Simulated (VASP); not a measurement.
Wanted: the native input for a VASP 6.6.1 run.

```
Task                   : single point
Functional             : LDA
Potentials or basis    : VASP PAW PBE potentials, release 64 (Gd, O)
Cutoff                 : 520 eV
k mesh                 : 9 × 9 × 9
Occupations            : fermi-dirac, width 0.05 eV
Spin                   : collinear spin, ferromagnetic start
Starting moments       : [7.0, 0.0] μB
Dipole correction      : no
Further INCAR settings : ALGO = Normal; EDIFF = 1e-07; NBANDS = 23
```

The structure of GdO lies in POSCAR:

```
GdO
1.0
    0.0000000000      2.6818786486      2.6818786486
    2.6818786486      0.0000000000      2.6818786486
    2.6818786486      2.6818786486      0.0000000000
Gd O
1 1
Direct
    0.0000000000      0.0000000000      0.0000000000
    0.7500000000      0.7500000000      0.7500000000
```

The input as run:

INCAR

```
SYSTEM = GdO
  PREC = Accurate
  ENCUT = 520
  EDIFF = 1E-7
  ISMEAR = -1
  SIGMA = 0.05
  LREAL = .FALSE.
  LASPH = .TRUE.
  NELM = 150
  ALGO = Normal
  ISIF = 2
  LWAVE = .FALSE.
  LCHARG = .FALSE.
  ISPIN = 2
  MAGMOM = 7 0
  LORBIT = 11
  LMAXMIX = 6
  GGA = CA
  NBANDS = 23
```

KPOINTS

```
Automatic mesh
0
G
  9 9 9
  0 0 0
```

Potentials or basis: VASP PAW PBE potentials, release 64 (Gd, O).

Run with:

```console
$ cat potpaw_PBE.64/Gd/POTCAR potpaw_PBE.64/O/POTCAR > POTCAR
$ mpirun -np 1 vasp_std > vasp.out
```

It gave:

```json
{"Pressure": "-5.7 GPa", "Net moment": "6.85 μB per cell", "Site moments": "Gd +6.64; O -0.05 μB", "Valence electrons inside the program's atomic spheres": "Gd 15.25; O 4.96"}
```

Caveat: the cell stands under tension; the PAW data sets were made with another functional, which shifts forces and pressure a little; a cell with one magnetic atom can't hold antiferromagnetic order, which such compounds often take.

It took 87 s on 1 thread of Intel(R) Xeon(R) Platinum 8259CL CPU @ 2.50GHz (Skylake/Cascade Lake) (shared host), peak memory 0.19 GiB.
